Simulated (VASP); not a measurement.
# Nb16N (a cell with a defect) in VASP: single point with PBE

Aim: the single point of Nb16N (a cell with a defect) with PBE.

Program: VASP 6.6.1. These are calculated values, not measurements. Logs are shortened: lines on timing, memory, paths and dates and some standing lists are left out, and cuts for length are marked.

## Step 1: The cell of the first run

The cell holds a defect, 17 atoms: a = 6.617 Å, b = 6.617 Å, c = 6.617 Å, α = 90.00°, β = 90.00°, γ = 90.00°.

## Step 2: Single point, PBE

Input file INCAR:

```
SYSTEM = Nb16N
  PREC = Accurate
  ENCUT = 520
  EDIFF = 1E-7
  ISMEAR = 1
  SIGMA = 0.1
  LREAL = Auto
  LASPH = .TRUE.
  NELM = 60
  ALGO = Normal
  ISIF = 2
  LWAVE = .FALSE.
  LCHARG = .FALSE.
  GGA = PE
  NBANDS = 120
```

Input file KPOINTS:

```
regular mesh
0
G
  3 3 3
  0 0 0
```

Input file POSCAR:

```
Nb16N
1.0
    6.6171497900      0.0000000000      0.0000000000
    0.0000000000      6.6171497900      0.0000000000
    0.0000000000      0.0000000000      6.6171497900
Nb N
16 1
Direct
    0.0075937528     -0.0077766110     -0.0005780434
    0.2501631446      0.2495031928      0.2480832461
   -0.0048894163      0.0046900858      0.4994236348
    0.2502180021      0.2495414268      0.7508191831
    0.0075051951      0.5070116450     -0.0005163855
    0.2501466723      0.7495089513      0.2529910994
   -0.0050122789      0.4942434589      0.4994931511
    0.2502452041      0.7495428028      0.7458925907
    0.4928111201     -0.0077773666     -0.0005772878
    0.7501546976      0.2494240047      0.2058877377
    0.5053828470      0.0047086738      0.4994240881
    0.7502101596      0.2497383394      0.7930461251
    0.4927701659      0.5070046933     -0.0005286264
    0.7501386787      0.7494404929      0.2481591096
    0.5052800837      0.4942878889      0.4994831770
    0.7502335836      0.7496520643      0.7507201979
    0.7502246673      0.2493564529      0.4994685182
```

Potentials or basis: VASP PAW PBE potentials, release 64 (Nb_sv, N).

Command:

```bash
$ cat potpaw_PBE.64/Nb_sv/POTCAR potpaw_PBE.64/N/POTCAR > POTCAR
$ mpirun -np 1 vasp_std > vasp.out
```

OUTCAR:

```text
SYSTEM = Nb16N
   PREC = Accurate
   ENCUT = 520
   EDIFF = 1E-7
   ISMEAR = 1
   LREAL = Auto
   LASPH = .TRUE.
   NELM = 60
   ISIF = 2
   GGA = PE

 ion  position               nearest neighbor table
   1  0.008  0.992  0.999-  10 2.77  12 2.77   6 2.82   8 2.82   2 2.86   4 2.86  16 2.86  14 2.86

   2  0.250  0.250  0.248-   1 2.86   9 2.86  13 2.86   5 2.86   3 2.87  15 2.87   7 2.87  11 2.87

   3  0.995  0.005  0.499-  17 2.29   2 2.87  16 2.87   4 2.87  14 2.87   6 2.89   8 2.89  10 3.00
                            12 3.01
   4  0.250  0.250  0.751-   9 2.86   1 2.86  13 2.86   5 2.86  15 2.87   7 2.87   3 2.87  11 2.87

   5  0.008  0.507  0.999-  12 2.77  10 2.77   6 2.82   8 2.82  14 2.86  16 2.86   2 2.86   4 2.86

   6  0.250  0.750  0.253-   5 2.82  13 2.82   1 2.82   9 2.82   3 2.89  15 2.89  11 2.89   7 2.89

   7  0.995  0.494  0.499-  17 2.29   4 2.87   2 2.87  14 2.87  16 2.87   6 2.89   8 2.89  12 3.00
                            10 3.00
   8  0.250  0.750  0.746-  13 2.82   9 2.82   1 2.82   5 2.82  15 2.89   3 2.89  11 2.89   7 2.89

   9  0.493  0.992  0.999-  10 2.77  12 2.77   8 2.82   6 2.82   4 2.86   2 2.86  16 2.86  14 2.86

  10  0.750  0.249  0.206-  17 1.94  12 2.73   9 2.77   1 2.77   5 2.77  13 2.77  11 3.00   3 3.00
                             7 3.00  15 3.00
  11  0.505  0.005  0.499-  17 2.29  16 2.87  14 2.87   2 2.87   4 2.87   8 2.89   6 2.89  10 3.00
                            12 3.00
  12  0.750  0.250  0.793-  17 1.94  10 2.73   5 2.77  13 2.77   1 2.77   9 2.77   7 3.00  15 3.00
                            11 3.00   3 3.01
  13  0.493  0.507  0.999-  12 2.77  10 2.77   8 2.82   6 2.82  14 2.86   4 2.86   2 2.86  16 2.86

  14  0.750  0.749  0.248-   5 2.86  13 2.86   9 2.86   1 2.86  11 2.87  15 2.87   7 2.87   3 2.87

  15  0.505  0.494  0.499-  17 2.29   4 2.87   2 2.87  14 2.87  16 2.87   8 2.89   6 2.89  12 3.00
                            10 3.00
  16  0.750  0.750  0.751-   1 2.86   5 2.86   9 2.86  13 2.86  11 2.87   3 2.87   7 2.87  15 2.87

  17  0.750  0.249  0.499-  12 1.94  10 1.94  11 2.29   3 2.29   7 2.29  15 2.29

  LATTYP: Found a simple cubic cell.
 ALAT       =     6.6171497900

  Lattice vectors:

 A1 = (   6.6171497900,   0.0000000000,   0.0000000000)
 A2 = (   0.0000000000,   6.6171497900,   0.0000000000)
 A3 = (   0.0000000000,   0.0000000000,   6.6171497900)

Analysis of symmetry for initial positions (statically):
=====================================================================
 Subroutine PRICEL returns:
 Original cell was already a primitive cell.

 Routine SETGRP: Setting up the symmetry group for a
 simple cubic supercell.

 Subroutine GETGRP returns: Found  1 space group operations
 (whereof  1 operations were pure point group operations)
 out of a pool of 48 trial point group operations.

The static configuration has the point symmetry C_1 .

Analysis of symmetry for dynamics (positions and initial velocities):
=====================================================================
 Subroutine PRICEL returns:
 Original cell was already a primitive cell.

 Routine SETGRP: Setting up the symmetry group for a
 simple cubic supercell.

 Subroutine GETGRP returns: Found  1 space group operations
 (whereof  1 operations were pure point group operations)
 out of a pool of 48 trial point group operations.

The dynamic configuration has the point symmetry C_1 .

 Subroutine INISYM returns: Found  1 space group operations
 (whereof  1 operations are pure point group operations),
 and found     1 'primitive' translations

----------------------------------------------------------------------------------------

                                     Primitive cell

  volume of cell :     289.7430

  direct lattice vectors                    reciprocal lattice vectors
     6.617149790  0.000000000  0.000000000     0.151122467  0.000000000  0.000000000
     0.000000000  6.617149790  0.000000000     0.000000000  0.151122467  0.000000000
     0.000000000  0.000000000  6.617149790     0.000000000  0.000000000  0.151122467

  length of vectors
     6.617149790  6.617149790  6.617149790     0.151122467  0.151122467  0.151122467

  position of ions in fractional coordinates (direct lattice)
     0.007593753  0.992223389  0.999421957
     0.250163145  0.249503193  0.248083246
     0.995110584  0.004690086  0.499423635
     0.250218002  0.249541427  0.750819183
     0.007505195  0.507011645  0.999483615
     0.250146672  0.749508951  0.252991099
[... 9 lines left out ...]
     0.750233584  0.749652064  0.750720198
     0.750224667  0.249356453  0.499468518

  ion indices of the primitive-cell ions
   primitive index   ion index
                 1           1
                 2           2
                 3           3
                 4           4
                 5           5
                 6           6
[... 9 lines left out ...]
                16          16
                17          17

----------------------------------------------------------------------------------------

 KPOINTS: regular mesh

Automatic generation of k-mesh.
 Grid dimensions read from file:
 generate k-points for:    3    3    3

 Generating k-lattice:

  Cartesian coordinates                     Fractional coordinates (reciprocal lattice)
     0.050374156  0.000000000  0.000000000     0.333333333  0.000000000  0.000000000
     0.000000000  0.050374156  0.000000000     0.000000000  0.333333333  0.000000000
     0.000000000  0.000000000  0.050374156     0.000000000  0.000000000  0.333333333

  Length of vectors
     0.050374156  0.050374156  0.050374156

  Shift w.r.t. Gamma in fractional coordinates (k-lattice)
     0.000000000  0.000000000  0.000000000

 Subroutine IBZKPT returns following result:
 ===========================================

 Found     14 irreducible k-points:

 Following reciprocal coordinates:
            Coordinates               Weight
  0.000000  0.000000  0.000000      1.000000
  0.333333  0.000000  0.000000      2.000000
  0.000000  0.333333  0.000000      2.000000
  0.000000  0.000000  0.333333      2.000000
  0.333333  0.333333  0.000000      2.000000
  0.000000  0.333333  0.333333      2.000000
  0.333333  0.000000  0.333333      2.000000
 -0.333333  0.333333  0.000000      2.000000
 -0.333333  0.000000  0.333333      2.000000
  0.000000 -0.333333  0.333333      2.000000
  0.333333  0.333333  0.333333      2.000000
 -0.333333  0.333333  0.333333      2.000000
 -0.333333 -0.333333  0.333333      2.000000
  0.333333 -0.333333  0.333333      2.000000
   k-points           NKPTS =     14   k-points in BZ     NKDIM =     14   number of bands    NBANDS=    120
   number of dos      NEDOS =    301   number of ions     NIONS =     17
   total plane-waves  NPLWV = 125000
   dimension x,y,z NGX =    50 NGY =   50 NGZ =   50
   dimension x,y,z NGXF=   100 NGYF=  100 NGZF=  100
   ions per type =              16   1
   NGX,Y,Z   is equivalent  to a cutoff of  12.56, 12.56, 12.56 a.u.
   NGXF,Y,Z  is equivalent  to a cutoff of  25.12, 25.12, 25.12 a.u.
 SYSTEM =  Nb16N
   PREC   = accura    normal or accurate (medium, high low for compatibility)
   ISTART =      0    job   : 0-new  1-cont  2-samecut
   ICHARG =      2    charge: 1-file 2-atom 10-const
   ISPIN  =      1    spin polarized calculation?
   LNONCOLLINEAR =      F non collinear calculations
   LSORBIT =      F    spin-orbit coupling
   LASPH  =      T    aspherical Exc in radial PAW
   ENCUT  =  520.0 eV  38.22 Ry    6.18 a.u.  12.30 12.30 12.30*2*pi/ulx,y,z
   NELM   =     60;   NELMIN=  2; NELMDL= -5     # of ELM steps
   EDIFF  = 0.1E-06   stopping-criterion for ELM
   LREAL  =      T    real-space projection
   EDIFFG = 0.1E-05   stopping-criterion for IOM
   NSW    =      0    number of steps for IOM
   IBRION =     -1    ionic relax: 0-MD 1-quasi-New 2-CG
   NFREE  =      0    steps in history (QN), initial steepest desc. (CG)
   ISIF   =      2    stress and relaxation
   ISYM   =      2    0-nonsym 1-usesym 2-fastsym
   POTIM  = 0.5000    time-step for ionic-motion
   TEBEG  =    0.0;   TEEND  =   0.0 temperature during run
   PSTRESS=    0.0 pullay stress
   NELECT =     213.0000    total number of electrons
   NUPDOWN=      -1.0000    fix difference up-down
   EMIN   =  10.00;   EMAX   =-10.00  energy-range for DOS
   EFERMI =   0.00;   METHOD = LEGACY
   ISMEAR =     1;   SIGMA  =   0.10  broadening in eV -4-tet -1-fermi 0-gaus
   EFERMI_NEDOS =   21; number of points for ismear=-14 and -15
   IALGO  =     38    algorithm
   IMIX   =      4    mixing-type and parameters
     AMIX     =   0.40;   BMIX     =  1.00
     AMIX_MAG =   1.60;   BMIX_MAG =  1.00
  volume/ion in A,a.u.               =      17.04       115.02
  Fermi-wavevector in a.u.,A,eV,Ry     =   1.477510  2.792089 29.702001  2.183036
  Thomas-Fermi vector in A             =   2.591905
   LORBIT       =      0    0 simple, 1 ext, 2 COOP (PROOUT), +10 PAW based schemes
   GGA     = PE    functional components
   LHFCALC =     F    Hartree Fock is set to
   AEXX    =    0.0000 exact exchange contribution
   IVDW    =     0    specifies the selected vdW correction
   LEPSILON=     F    determine dielectric tensor
   LRPA    =     F    only Hartree local field effects (RPA)
 non-spin polarized calculation
 Methfessel and Paxton  Order N= 1 SIGMA  =   0.10
  energy-cutoff  :      520.00
  volume of cell :      289.74
 maximum number of plane-waves:      7814
 NGX is ok and might be reduce to    50
   NGX = 25   NGY = 25   NGZ = 25

 number of electron     213.0000009 magnetization

 Free energy of the ion-electron system (eV)
  ---------------------------------------------------
  ext. energy  EPLUGINS =         0.00000000
  ---------------------------------------------------
  free energy    TOTEN  =      -173.69809107 eV

  energy without entropy =     -173.71649328  energy(sigma->0) =     -173.70422514

 E-fermi :  11.4162     XC(G=0): -12.5865

 val. band max:       11.3798771658   @ k =   0.0000   0.3333   0.0000
 cond. band min:      11.4496885999   @ k =  -0.3333   0.0000   0.3333
 fundamental gap:      0.0698114341
 Fermi energy:        11.4162375700

 k-point     1 :       0.0000    0.0000    0.0000
  band No.  band energies     occupation
      1     -43.1102      2.00000
      2     -43.0174      2.00000
      3     -43.0172      2.00000
      4     -42.9969      2.00000
      5     -42.9198      2.00000
      6     -42.8129      2.00000
[... 110 lines left out ...]
    117      13.4051     -0.00000
    118      13.4058     -0.00000

 k-point     2 :       0.3333    0.0000    0.0000
  band No.  band energies     occupation
      1     -43.0889      2.00000
      2     -43.0418      2.00000
      3     -43.0128      2.00000
      4     -43.0014      2.00000
      5     -42.9179      2.00000
      6     -42.8112      2.00000
[... 1446 lines left out ...]
      1     -43.0630      2.00000
      2     -43.0325      2.00000
      3     -43.0276      2.00000
      4     -43.0104      2.00000
      5     -42.9326      2.00000
      6     -42.8161      2.00000
[... 110 lines left out ...]
    117      13.5686      0.00000
    118      13.6234      0.00000
 [bands above 118 left out]

------------------------ aborting loop because EDIFF is reached ----------------------------------------

  FORCE on cell =-STRESS in cart. coord.  units (eV):
  Direction    XX          YY          ZZ          XY          YZ          ZX
  --------------------------------------------------------------------------------------
  -------------------------------------------------------------------------------------
  Total        2.6081741      2.6192768     18.5989764      0.0043940     -0.0002114     -0.0007107
  in kB       14.4222911     14.4836855    102.8458395      0.0242970     -0.0011688     -0.0039300
  external PRESSURE =      43.9172720 kB  Pullay stress =       0.0000000 kB

 VOLUME and BASIS-vectors are now :
 -----------------------------------------------------------------------------
  energy-cutoff  :      520.00
  volume of cell :      289.74
      direct lattice vectors                 reciprocal lattice vectors
     6.617149790  0.000000000  0.000000000     0.151122467  0.000000000  0.000000000
     0.000000000  6.617149790  0.000000000     0.000000000  0.151122467  0.000000000
     0.000000000  0.000000000  6.617149790     0.000000000  0.000000000  0.151122467

 POSITION                                       TOTAL-FORCE (eV/Angst)
 -----------------------------------------------------------------------------------
      0.05025      6.56569      6.61332         0.012265     -0.016731     -0.001120
      1.65537      1.65100      1.64160         0.000063      0.000479     -0.000746
      6.58480      0.03104      3.30476        -0.012551      0.004725      0.001544
      1.65573      1.65125      4.96828        -0.001100      0.002275      0.005215
      0.04966      3.35497      6.61373         0.017247      0.011557      0.000511
      1.65526      4.95961      1.67408         0.001786     -0.000646      0.005160
[... 9 lines left out ...]
      4.96441      4.96056      4.96763        -0.001441     -0.007285      0.012280
      4.96435      1.65003      3.30506        -0.001206      0.004422     -0.002027
 -----------------------------------------------------------------------------------
    total drift:                                0.003599     -0.007309     -0.004843

  FREE ENERGIE OF THE ION-ELECTRON SYSTEM (eV)
  ---------------------------------------------------
  free  energy   TOTEN  =      -173.6980910670 eV

  energy  without entropy=     -173.7164932842  energy(sigma->0) =     -173.70422514
```

Wall time 41 min (1 thread of AMD EPYC 7R13, shared host); peak memory 0.49 GiB.

What came out:

- Free energy: -173.6981 eV
- Pressure: 4.4 GPa
- Largest force: 0.035 eV/Å
- Band gap on the k mesh: zero (an odd number of electrons rules out a gap without spin polarisation)

Forces in eV/Å, atoms in the order of the input:
```
Nb   0.012 -0.017 -0.001
Nb   0.000  0.000 -0.001
Nb  -0.013  0.005  0.002
Nb  -0.001  0.002  0.005
Nb   0.017  0.012  0.001
Nb   0.002 -0.001  0.005
Nb  -0.007 -0.001 -0.002
Nb  -0.004  0.002 -0.007
Nb  -0.013 -0.017 -0.002
Nb   0.000  0.009  0.028
Nb   0.008  0.004  0.001
Nb  -0.001 -0.011 -0.033
Nb  -0.013  0.011  0.001
Nb   0.001  0.007 -0.006
Nb   0.012 -0.004 -0.002
Nb  -0.001 -0.007  0.012
N   -0.001  0.004 -0.002
```

Stress tensor (GPa, compression positive):
```
 1.44  0.00  0.00
 0.00  1.45  0.00
 0.00  0.00 10.28
```

The gap in the log of VASP goes by the Fermi energy; the results here count the filled bands.